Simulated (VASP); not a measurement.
Wanted: the native input for a VASP 6.6.1 run.

- Task: relaxation of cell and atoms
- Functional: PBEsol
- Potentials or basis: VASP PAW PBE potentials, release 64 (Si, Ni)
- Cutoff: 600 eV
- k mesh: 14 × 14 × 14
- Occupations: gaussian, width 0.1 eV
- Spin: no spin polarisation
- Target pressure: 50 GPa
- Dipole correction: no
- Further INCAR settings: ALGO = Normal; EDIFF = 1e-06; IBRION = 2; EDIFFG = -0.008; NSW = 70; ISIF = 3

The structure of Si2Ni lies in POSCAR:

```
Si2Ni
1.0
    0.0000000000      2.5218645944      2.5218645944
    2.5218645944      0.0000000000      2.5218645944
    2.5218645944      2.5218645944      0.0000000000
Si Ni
2 1
Direct
    0.2500000000      0.2500000000      0.2500000000
    0.7500000000      0.7500000000      0.7500000000
    0.0000000000      0.0000000000      0.0000000000
```

These files were run (other wordings do the same):

INCAR

```
ALGO     = Normal         # electronic algorithm
EDIFF    = 1E-6           # SCF threshold, eV
EDIFFG   = -0.008         # ionic threshold
ENCUT    = 600            # plane-wave cutoff, eV
GGA      = PS             # functional
IBRION   = 2              # ionic algorithm
ISIF     = 3              # what is computed and relaxed
ISMEAR   = 0              # smearing method
LASPH    = T              # aspherical terms in the spheres
LCHARG   = F              # write CHGCAR
LREAL    = F              # projectors in reciprocal space
LWAVE    = F              # write WAVECAR
NELM     = 80             # most SCF steps
NSW      = 70             # ionic steps
PREC     = Accurate       # precision mode
PSTRESS  = 500.0        
SIGMA    = 0.1            # smearing width, eV
```

KPOINTS

```
k-points
0
Gamma
  14 14 14
```

Potentials or basis: VASP PAW PBE potentials, release 64 (Si, Ni).

Run with:

```bash
$ cat potpaw_PBE.64/Si/POTCAR potpaw_PBE.64/Ni/POTCAR > POTCAR
$ mpirun -np 1 vasp_std > vasp.out
```

Results of the run:

```yaml
Relaxed_volume: 10.71 Å³/atom
Relaxed_cell: a = 3.568 Å, b = 3.568 Å, c = 3.568 Å, α = 60.00°, β = 60.00°, γ = 60.00°
Space_group_after_relaxing_to_0.1_Å: Fm-3m (No. 225)
Energy_change_on_relaxing_the_run_minimises_the_enthalpy: -4.7 meV/atom
Ionic_steps: 3
Pressure_after_relaxing: 50.0 GPa
Band_gap_on_the_k_mesh: zero (bands 9 and 10 overlap by 1.88 eV)
```

Caveat: the cell is relaxed towards a set pressure, so the run minimises the enthalpy, not the energy; the PAW data sets were made with another functional, which shifts forces and pressure a little.

It took 39 s on 1 thread of Intel(R) Xeon(R) 6975P-C (Granite Rapids), on a shared host, peak memory 0.2 GiB.
